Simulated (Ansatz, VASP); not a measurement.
**One calculation of K2As3, two programs**

```xyz
10
Lattice="3.5316 2.0390 9.8148 -3.5316 2.0390 9.8148 0.0000 -4.0780 9.8148" Properties=species:S:1:pos:R:3 pbc="T T T"
K     0.0000    0.0000   10.5183
K     0.0000    0.0000    4.2039
K     0.0000    0.0000   18.9260
K     0.0000    0.0000   25.2405
As    1.4104    0.0000    7.3611
As   -0.7052    1.2215    7.3611
As   -0.7052   -1.2215    7.3611
As   -1.4104    0.0000   22.0833
As    0.7052   -1.2215   22.0833
As    0.7052    1.2215   22.0833
```

Alike in both runs: functional PBE; k mesh 6 × 6 × 6; occupations gaussian, width 0.1 eV; no spin polarisation.

Ansatz relaxed the structure, and its values are those at the end. VASP's run is a single point on that final structure, the one shown.

|  | VASP | Ansatz |
| --- | --- | --- |
| version | VASP 6.6.1 | Ansatz 0.2.0 |
| potentials or method | VASP PAW PBE potentials, release 64 (K_sv, As), cutoff 520 eV | scalar-relativistic, plane waves, PAW |
| valence electrons in the cell | 66 | 126 |

Ansatz gave:

```
gap on the k mesh at the Fermi level (eV) : none
pressure (GPa)                            : 0.0
rms of the force components (eV/Å)        : 0.005
```

Q: Which values does VASP return?

A: gap on the k mesh at the Fermi level (eV): none; pressure (GPa): 0.1; rms of the force components (eV/Å): 0.040.

A gap of «none» marks a metal or a gap that the smearing closes. The functional is the same, so the differences come from potentials, cutoffs and numerics. VASP's potentials hold 66 valence electrons a cell and Ansatz's 126, so a difference there can come from the potentials and not from the codes.
